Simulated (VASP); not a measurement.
# As (R-3m) in VASP: settings compared

Aim: see how the results for As move with the level of theory and the settings. Levels: LDA, PBE, r2SCAN. Tasks: electric field gradients.

Everything below comes from runs of VASP 6.6.1. Logs are shortened: lines on timing, memory, paths and dates and some standing lists are left out, and cuts for length are marked.

### Step 1. The cell of the first run

Symmetry: R-3m, No. 166, trigonal system. The conventional cell has a = 3.755 Å, b = 3.755 Å, c = 11.113 Å, α = 90.00°, β = 90.00°, γ = 120.00°. As (site symmetry 3m) has 6 As at 2.52 to 3.25 Å within 3.3 Å.

### Step 2. Electric field gradients, LDA

Contents of INCAR:

```
SYSTEM = As
PREC = Accurate ; ENCUT = 520
EDIFF = 1E-8 ; ISMEAR = -1
SIGMA = 0.05 ; LREAL = .FALSE.
LASPH = .TRUE. ; NELM = 100
ALGO = Normal ; ISIF = 2
LWAVE = .FALSE. ; LCHARG = .FALSE.
LEFG = .TRUE. ; NBANDS = 12
```

Contents of KPOINTS:

```
Automatic mesh
0
G
  12 12 12
  0 0 0
```

Contents of POSCAR:

```
As
1.0
    1.8774110887      1.0839237974      3.7043351684
   -1.8774110887      1.0839237974      3.7043351684
    0.0000000000     -2.1678475948      3.7043351684
As
2
Direct
    0.2244335900      0.2244335900      0.2244335900
    0.7755664100      0.7755664100      0.7755664100
```

Potentials or basis: VASP PAW LDA potentials, release 64 (As).

Command:

```console
$ cat potpaw_LDA.64/As/POTCAR > POTCAR
$ mpirun -np 1 vasp_std > vasp.out
```

OUTCAR:

```text
SYSTEM = As
   PREC = Accurate
   ENCUT = 520
   EDIFF = 1E-8
   ISMEAR = -1
   LREAL = .FALSE.
   LASPH = .TRUE.
   NELM = 100
   ISIF = 2

 ion  position               nearest neighbor table
   1  0.224  0.224  0.224-   2 2.52   2 2.52   2 2.52
   2  0.776  0.776  0.776-   1 2.52   1 2.52   1 2.52

  LATTYP: Found a trigonal (rhomboedric) cell.
 ALAT       =     4.2920463924
 COS(alpha) =     0.6173339462

  Lattice vectors:

 A1 = (   1.8774110887,   1.0839237974,   3.7043351684)
 A2 = (  -1.8774110887,   1.0839237974,   3.7043351684)
 A3 = (   0.0000000000,  -2.1678475948,   3.7043351684)

Analysis of symmetry for initial positions (statically):
=====================================================================
 Subroutine PRICEL returns:
 Original cell was already a primitive cell.

 Routine SETGRP: Setting up the symmetry group for a
 trigonal (rhombohedral) supercell.

 Subroutine GETGRP returns: Found 12 space group operations
 (whereof 12 operations were pure point group operations)
 out of a pool of 12 trial point group operations.

The static configuration has the point symmetry D_3d.

Analysis of symmetry for dynamics (positions and initial velocities):
=====================================================================
 Subroutine PRICEL returns:
 Original cell was already a primitive cell.

 Routine SETGRP: Setting up the symmetry group for a
 trigonal (rhombohedral) supercell.

 Subroutine GETGRP returns: Found 12 space group operations
 (whereof 12 operations were pure point group operations)
 out of a pool of 12 trial point group operations.

The dynamic configuration has the point symmetry D_3d.

 Subroutine INISYM returns: Found 12 space group operations
 (whereof 12 operations are pure point group operations),
 and found     1 'primitive' translations

----------------------------------------------------------------------------------------

                                     Primitive cell

  volume of cell :      45.2293

  direct lattice vectors                    reciprocal lattice vectors
     1.877411089  1.083923797  3.704335168     0.266324197  0.153762347  0.089984658
    -1.877411089  1.083923797  3.704335168    -0.266324197  0.153762347  0.089984658
     0.000000000 -2.167847595  3.704335168     0.000000000 -0.307524693  0.089984658

  length of vectors
     4.292046392  4.292046392  4.292046392     0.320419531  0.320419531  0.320419531

  position of ions in fractional coordinates (direct lattice)
     0.224433590  0.224433590  0.224433590
     0.775566410  0.775566410  0.775566410

  ion indices of the primitive-cell ions
   primitive index   ion index
                 1           1
                 2           2

----------------------------------------------------------------------------------------

 KPOINTS: Automatic mesh

Automatic generation of k-mesh.
 Grid dimensions read from file:
 generate k-points for:   12   12   12

 Generating k-lattice:

  Cartesian coordinates                     Fractional coordinates (reciprocal lattice)
     0.022193683  0.012813529  0.007498722     0.083333333  0.000000000 -0.000000000
    -0.022193683  0.012813529  0.007498722     0.000000000  0.083333333 -0.000000000
     0.000000000 -0.025627058  0.007498722    -0.000000000 -0.000000000  0.083333333

  Length of vectors
     0.026701628  0.026701628  0.026701628

  Shift w.r.t. Gamma in fractional coordinates (k-lattice)
     0.000000000  0.000000000  0.000000000

 Subroutine IBZKPT returns following result:
 ===========================================

 Found    189 irreducible k-points:

 Following reciprocal coordinates:
            Coordinates               Weight
  0.000000  0.000000  0.000000      1.000000
  0.083333  0.000000 -0.000000      6.000000
  0.166667  0.000000 -0.000000      6.000000
  0.250000  0.000000  0.000000      6.000000
  0.333333  0.000000  0.000000      6.000000
  0.416667  0.000000  0.000000      6.000000
[... 16 lines left out ...]
  0.500000  0.166667 -0.000000     12.000000
 -0.416667  0.166667 -0.000000     12.000000
 [... further k-points ...]
   k-points           NKPTS =    189   k-points in BZ     NKDIM =    189   number of bands    NBANDS=     12
   number of dos      NEDOS =    301   number of ions     NIONS =      2
   total plane-waves  NPLWV =  32768
   dimension x,y,z NGX =    32 NGY =   32 NGZ =   32
   dimension x,y,z NGXF=    64 NGYF=   64 NGZF=   64
   ions per type =               2
   NGX,Y,Z   is equivalent  to a cutoff of  12.39, 12.39, 12.39 a.u.
   NGXF,Y,Z  is equivalent  to a cutoff of  24.79, 24.79, 24.79 a.u.
 SYSTEM =  As
   PREC   = accura    normal or accurate (medium, high low for compatibility)
   ISTART =      0    job   : 0-new  1-cont  2-samecut
   ICHARG =      2    charge: 1-file 2-atom 10-const
   ISPIN  =      1    spin polarized calculation?
   LNONCOLLINEAR =      F non collinear calculations
   LSORBIT =      F    spin-orbit coupling
   LASPH  =      T    aspherical Exc in radial PAW
   ENCUT  =  520.0 eV  38.22 Ry    6.18 a.u.   7.98  7.98  7.98*2*pi/ulx,y,z
   NELM   =    100;   NELMIN=  2; NELMDL= -5     # of ELM steps
   EDIFF  = 0.1E-07   stopping-criterion for ELM
   LREAL  =      F    real-space projection
   EDIFFG = 0.1E-06   stopping-criterion for IOM
   NSW    =      0    number of steps for IOM
   IBRION =     -1    ionic relax: 0-MD 1-quasi-New 2-CG
   NFREE  =      0    steps in history (QN), initial steepest desc. (CG)
   ISIF   =      2    stress and relaxation
   ISYM   =      2    0-nonsym 1-usesym 2-fastsym
   POTIM  = 0.5000    time-step for ionic-motion
   TEBEG  =    0.0;   TEEND  =   0.0 temperature during run
   PSTRESS=    0.0 pullay stress
   NELECT =      10.0000    total number of electrons
   NUPDOWN=      -1.0000    fix difference up-down
   EMIN   =  10.00;   EMAX   =-10.00  energy-range for DOS
   EFERMI =   0.00;   METHOD = LEGACY
   ISMEAR =    -1;   SIGMA  =   0.05  broadening in eV -4-tet -1-fermi 0-gaus
   EFERMI_NEDOS =   21; number of points for ismear=-14 and -15
   IALGO  =     38    algorithm
   IMIX   =      4    mixing-type and parameters
     AMIX     =   0.40;   BMIX     =  1.00
     AMIX_MAG =   1.60;   BMIX_MAG =  1.00
  volume/ion in A,a.u.               =      22.61       152.61
  Fermi-wavevector in a.u.,A,eV,Ry     =   0.989923  1.870684 13.333008  0.979948
  Thomas-Fermi vector in A             =   2.121557
   LORBIT       =      0    0 simple, 1 ext, 2 COOP (PROOUT), +10 PAW based schemes
   GGA     = CA    functional components
   LHFCALC =     F    Hartree Fock is set to
   AEXX    =    0.0000 exact exchange contribution
   IVDW    =     0    specifies the selected vdW correction
   LEPSILON=     F    determine dielectric tensor
   LRPA    =     F    only Hartree local field effects (RPA)
 non-spin polarized calculation
  energy-cutoff  :      520.00
  volume of cell :       45.23
 maximum number of plane-waves:      1233
   NGX = 15   NGY = 15   NGZ = 15

 number of electron      10.0000000 magnetization

 number of electron       9.9999999 magnetization

 Free energy of the ion-electron system (eV)
  ---------------------------------------------------
  ext. energy  EPLUGINS =         0.00000000
  ---------------------------------------------------
  free energy    TOTEN  =       -10.71650548 eV

  energy without entropy =      -10.71441595  energy(sigma->0) =      -10.71546072

 E-fermi :   5.0454     XC(G=0):  -9.9328

 val. band max:        5.0275328876   @ k =   0.5000   0.0833   0.0833
 cond. band min:       5.0466608455   @ k =   0.4167   0.3333   0.3333
 fundamental gap:      0.0191279579
 Fermi energy:         5.0453628123

 k-point     1 :       0.0000    0.0000    0.0000
  band No.  band energies     occupation
      1      -9.8556      2.00000
      2      -1.3004      2.00000
      3       2.3095      2.00000
      4       3.1250      2.00000
      5       3.1250      2.00000
      6       6.3423      0.00000
      7       7.6693      0.00000
      8       7.6693      0.00000
      9      12.1445      0.00000
     10      12.1445      0.00000
     11      12.5312      0.00000
     12      13.5014      0.00000

 k-point     2 :       0.0833    0.0000   -0.0000
  band No.  band energies     occupation
      1      -9.7648      2.00000
      2      -1.5387      2.00000
      3       2.3751      2.00000
      4       2.9008      2.00000
      5       3.0330      2.00000
      6       6.6225      0.00000
      7       7.4724      0.00000
      8       7.6564      0.00000
      9      11.3716      0.00000
     10      11.9570      0.00000
     11      12.0113      0.00000
     12      14.0287      0.00000

 k-point     3 :       0.1667    0.0000   -0.0000
  band No.  band energies     occupation
      1      -9.4939      2.00000
      2      -2.2079      2.00000
      3       2.2163      2.00000
      4       2.8053      2.00000
      5       2.9047      2.00000
      6       6.5330      0.00000
      7       7.3692      0.00000
      8       7.5331      0.00000
      9      10.7339      0.00000
     10      11.4488      0.00000
     11      12.1588      0.00000
     12      15.2879      0.00000
[... 286 lines left out ...]
 k-point    23 :       0.5000    0.1667   -0.0000
  band No.  band energies     occupation
      1      -7.3705      2.00000
      2      -5.4507      2.00000
      3       0.5661      2.00000
      4       1.3995      2.00000
      5       3.1316      2.00000
      6       6.2918      0.00000
      7       6.8380      0.00000
      8       8.0188      0.00000
      9      12.1151      0.00000
     10      13.6305      0.00000
     11      14.8568      0.00000
     12      16.6692      0.00000

 k-point    24 :      -0.4167    0.1667   -0.0000
  band No.  band energies     occupation
      1      -7.0156      2.00000
      2      -5.8714      2.00000
      3       0.4315      2.00000
      4       1.7647      2.00000
      5       3.1191      2.00000
      6       5.8456      0.00000
      7       6.4263      0.00000
      8       8.2335      0.00000
      9      12.4898      0.00000
     10      13.9672      0.00000
     11      14.7005      0.00000
     12      16.1857      0.00000

 [... further k-points ...]

------------------------ aborting loop because EDIFF is reached ----------------------------------------

  FORCE on cell =-STRESS in cart. coord.  units (eV):
  Direction    XX          YY          ZZ          XY          YZ          ZX
  --------------------------------------------------------------------------------------
  -------------------------------------------------------------------------------------
  Total       -0.6347685     -0.6347685     -0.9094828      0.0000000     -0.0000000      0.0000000
  in kB      -22.4856933    -22.4856933    -32.2170232      0.0000000     -0.0000000      0.0000000
  external PRESSURE =     -25.7294700 kB  Pullay stress =       0.0000000 kB

 VOLUME and BASIS-vectors are now :
 -----------------------------------------------------------------------------
  energy-cutoff  :      520.00
  volume of cell :       45.23
      direct lattice vectors                 reciprocal lattice vectors
     1.877411089  1.083923797  3.704335168     0.266324197  0.153762347  0.089984658
    -1.877411089  1.083923797  3.704335168    -0.266324197  0.153762347  0.089984658
     0.000000000 -2.167847595  3.704335168     0.000000000 -0.307524693  0.089984658

 POSITION                                       TOTAL-FORCE (eV/Angst)
 -----------------------------------------------------------------------------------
      0.00000      0.00000      2.49413         0.000000     -0.000000      0.122833
      0.00000      0.00000      8.61887         0.000000      0.000000     -0.122833
 -----------------------------------------------------------------------------------
    total drift:                                0.000000     -0.000000      0.000000

  FREE ENERGIE OF THE ION-ELECTRON SYSTEM (eV)
  ---------------------------------------------------
  free  energy   TOTEN  =       -10.7165054802 eV

  energy  without entropy=      -10.7144159517  energy(sigma->0) =      -10.71546072

 Electric field gradients (V/A^2)
---------------------------------------------------------------------
 ion       V_xx      V_yy      V_zz      V_xy      V_xz      V_yz
---------------------------------------------------------------------
   1      25.781    25.781   -51.562     0.000    -0.000     0.000
   2      25.781    25.781   -51.562     0.000    -0.000     0.000
---------------------------------------------------------------------

 Electric field gradients after diagonalization (V/A^2)
 (convention: |V_zz| > |V_xx| > |V_yy|)
----------------------------------------------------------------------
 ion       V_xx      V_yy      V_zz     asymmetry (V_yy - V_xx)/ V_zz
----------------------------------------------------------------------
   1      25.781    25.781   -51.562       0.000
   2      25.781    25.781   -51.562       0.000
----------------------------------------------------------------------

           NMR quadrupolar parameters

 Cq : quadrupolar parameter    Cq=e*Q*V_zz/h
 eta: asymmetry parameters     (V_yy - V_xx)/ V_zz
 Q  : nuclear electric quadrupole moment in mb (millibarn)
----------------------------------------------------------------------
 ion       Cq(MHz)       eta       Q (mb)
----------------------------------------------------------------------
   1      -0.125       0.000       1.000
   2      -0.125       0.000       1.000
----------------------------------------------------------------------
```

Run time: 88 s. Hardware: 1 thread of Intel Xeon 8259CL, shared host; peak memory 0.21 GiB.

Results:

```
Free energy            : -10.7165 eV
Pressure               : -2.6 GPa
Largest force          : 0.123 eV/Å
Band gap on the k mesh : zero (band 5 reaches 5.13 eV, above the bottom of band 6 at 4.62 eV)
```

Forces on the atoms (eV/Å):
```
As   0.000  0.000  0.123
As   0.000  0.000 -0.123
```

Electric field gradients, principal values (V/Å²):
```tsv
atom	least	middle	greatest (by size)
1 As	25.781	25.781	-51.562
2 As	25.781	25.781	-51.562
```

Caveat: without QUAD_EFG the Cq values of the log hold for a quadrupole moment of 1 mb, not for the nuclei.

### Step 3. Electric field gradients, PBE

Contents of INCAR:

```
SYSTEM = As
PREC = Accurate
ENCUT = 520
EDIFF = 1E-8
ISMEAR = -1
SIGMA = 0.05
LREAL = .FALSE.
LASPH = .TRUE.
NELM = 80
ALGO = Normal
ISIF = 2
LWAVE = .FALSE.
LCHARG = .FALSE.
GGA = PE
LEFG = .TRUE.
NBANDS = 12
```

Contents of KPOINTS:

```
regular mesh
0
G
  12 12 12
  0 0 0
```

POSCAR is that of step 2.

Potentials or basis: VASP PAW PBE potentials, release 64 (As).

Command:

```console
$ cat potpaw_PBE.64/As/POTCAR > POTCAR
$ mpirun -np 1 vasp_std > vasp.out
```

OUTCAR:

```text
SYSTEM = As
   PREC = Accurate
   ENCUT = 520
   EDIFF = 1E-8
   ISMEAR = -1
   LREAL = .FALSE.
   LASPH = .TRUE.
   NELM = 80
   ISIF = 2
   GGA = PE

 ion  position               nearest neighbor table
   1  0.224  0.224  0.224-   2 2.52   2 2.52   2 2.52
   2  0.776  0.776  0.776-   1 2.52   1 2.52   1 2.52

  LATTYP: Found a trigonal (rhomboedric) cell.
 ALAT       =     4.2920463924
 COS(alpha) =     0.6173339462

  Lattice vectors:

 A1 = (   1.8774110887,   1.0839237974,   3.7043351684)
 A2 = (  -1.8774110887,   1.0839237974,   3.7043351684)
 A3 = (   0.0000000000,  -2.1678475948,   3.7043351684)

Analysis of symmetry for initial positions (statically):
=====================================================================
 Subroutine PRICEL returns:
 Original cell was already a primitive cell.

 Routine SETGRP: Setting up the symmetry group for a
 trigonal (rhombohedral) supercell.
[... 549 lines left out ...]
  energy-cutoff  :      520.00
  volume of cell :       45.23
      direct lattice vectors                 reciprocal lattice vectors
     1.877411089  1.083923797  3.704335168     0.266324197  0.153762347  0.089984658
    -1.877411089  1.083923797  3.704335168    -0.266324197  0.153762347  0.089984658
     0.000000000 -2.167847595  3.704335168     0.000000000 -0.307524693  0.089984658

 POSITION                                       TOTAL-FORCE (eV/Angst)
 -----------------------------------------------------------------------------------
      0.00000      0.00000      2.49413         0.000000     -0.000000      0.299584
      0.00000      0.00000      8.61887         0.000000      0.000000     -0.299584
 -----------------------------------------------------------------------------------
    total drift:                                0.000000     -0.000000      0.000000

  FREE ENERGIE OF THE ION-ELECTRON SYSTEM (eV)
  ---------------------------------------------------
  free  energy   TOTEN  =        -9.3325596730 eV

  energy  without entropy=       -9.3306489608  energy(sigma->0) =       -9.33160432

 Electric field gradients (V/A^2)
---------------------------------------------------------------------
 ion       V_xx      V_yy      V_zz      V_xy      V_xz      V_yz
---------------------------------------------------------------------
   1      27.489    27.489   -54.979    -0.000     0.000     0.000
   2      27.489    27.489   -54.979    -0.000    -0.000     0.000
---------------------------------------------------------------------

 Electric field gradients after diagonalization (V/A^2)
 (convention: |V_zz| > |V_xx| > |V_yy|)
----------------------------------------------------------------------
 ion       V_xx      V_yy      V_zz     asymmetry (V_yy - V_xx)/ V_zz
----------------------------------------------------------------------
   1      27.489    27.489   -54.979       0.000
   2      27.489    27.489   -54.979       0.000
----------------------------------------------------------------------

           NMR quadrupolar parameters

 Cq : quadrupolar parameter    Cq=e*Q*V_zz/h
 eta: asymmetry parameters     (V_yy - V_xx)/ V_zz
 Q  : nuclear electric quadrupole moment in mb (millibarn)
----------------------------------------------------------------------
 ion       Cq(MHz)       eta       Q (mb)
----------------------------------------------------------------------
   1      -0.133       0.000       1.000
   2      -0.133       0.000       1.000
----------------------------------------------------------------------
```

stdout:

```text
POSCAR found type information on POSCAR As
 POSCAR found :  1 types and       2 ions
 scaLAPACK will be used
 LDA part: xc-table for (Slater+PW92), standard interpolation
 POSCAR, INCAR and KPOINTS ok, starting setup
 FFT: planning ... GRIDC
 FFT: planning ... GRID_SOFT
 FFT: planning ... GRID
 WAVECAR not read
 entering main loop
ion   1

ion   2
```

It took 2 min on 1 thread of Intel Xeon 8259CL, shared host; peak memory 0.23 GiB.

Results:

- Free energy: -9.3326 eV
- Pressure: 2.1 GPa
- Largest force: 0.300 eV/Å
- Band gap on the k mesh: zero (band 5 reaches 5.21 eV, above the bottom of band 6 at 4.72 eV)

Forces on the atoms (eV/Å):
```
As   0.000  0.000  0.300
As   0.000  0.000 -0.300
```

Levels at points of the mesh, in eV from the Fermi level:
```csv
k point,band 2,band 3,band 4,band 5,band 6,band 7,band 8,band 9
"(0.00, 0.00, 0.00)",-6.32,-2.77,-1.98,-1.98,1.29,2.61,2.61,7.06
"(0.50, 0.00, 0.00)",-10.98,-3.22,-3.01,-0.72,-0.40,0.27,1.58,8.11
"(0.50, 0.50, 0.00)",-9.92,-5.76,-4.15,-3.97,1.34,4.92,6.44,6.64
"(0.50, 0.50, 0.50)",-9.81,-1.77,-1.77,-0.60,0.98,0.98,1.73,7.57
```

Electric field gradients, principal values (V/Å²):
| atom | least | middle | greatest (by size) |
| --- | --- | --- | --- |
| 1 As | 27.489 | 27.489 | -54.979 |
| 2 As | 27.489 | 27.489 | -54.979 |

Caveat: without QUAD_EFG the Cq values of the log hold for a quadrupole moment of 1 mb, not for the nuclei.

[end of part 1 of 2]
